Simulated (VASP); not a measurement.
Here is a VASP 6.6.1 calculation.

Contents of INCAR:

```
  PREC = Accurate
  ENCUT = 600
  EDIFF = 1E-6
  ISMEAR = 0
  SIGMA = 0.1
  LREAL = False
  LASPH = True
  NELM = 80
  ALGO = Normal
  ISIF = 3
  LWAVE = False
  LCHARG = False
  GGA = PE
  IBRION = 2
  NSW = 90
  EDIFFG = -0.04
```

KPOINTS

```
regular mesh
0
Gamma
  4 4 4
```

Contents of POSCAR:

```
MoRu3W
1.0
    4.2914532000      0.0000000000      0.0000000000
    0.0000000000      4.2914532000      0.0000000000
    0.0000000000      0.0000000000      4.2914532000
Mo Ru W
1 3 1
Direct
    0.5000000000      0.5000000000      0.5000000000
    0.0000000000      0.5000000000      0.5000000000
    0.5000000000      0.0000000000      0.5000000000
    0.5000000000      0.5000000000      0.0000000000
    0.0000000000      0.0000000000      0.0000000000
```

Potentials or basis: VASP PAW PBE potentials, release 64 (Mo_sv, Ru_pv, W_sv).

Command:

```bash
$ cat potpaw_PBE.64/Mo_sv/POTCAR potpaw_PBE.64/Ru_pv/POTCAR potpaw_PBE.64/W_sv/POTCAR > POTCAR
$ mpirun -np 1 vasp_std > vasp.out
```

Problem. Estimate the space group after relaxing (to 0.05 Å).

Solution. Pm-3m (No. 221).

Problem. Predict the relaxed cell.

Solution. a = 4.539 Å, b = 4.539 Å, c = 4.539 Å, α = 90.00°, β = 90.00°, γ = 90.00°.

Problem. Estimate the relaxed volume.

Solution. 18.71 Å³/atom.

Final structure:
```
Mo Ru W
1.0
     4.53925    0.00000    0.00000
     0.00000    4.53925    0.00000
     0.00000    0.00000    4.53925
Mo Ru W
1 3 1
Direct
  0.50000 0.50000 0.50000
  0.00000 0.50000 0.50000
  0.50000 0.00000 0.50000
  0.50000 0.50000 0.00000
  0.00000 0.00000 0.00000
```

Caveat: the k points lie up to 0.35 Å⁻¹ apart in the final cell; the volume moved by over 15 % at a fixed basis, so the end points are rough.
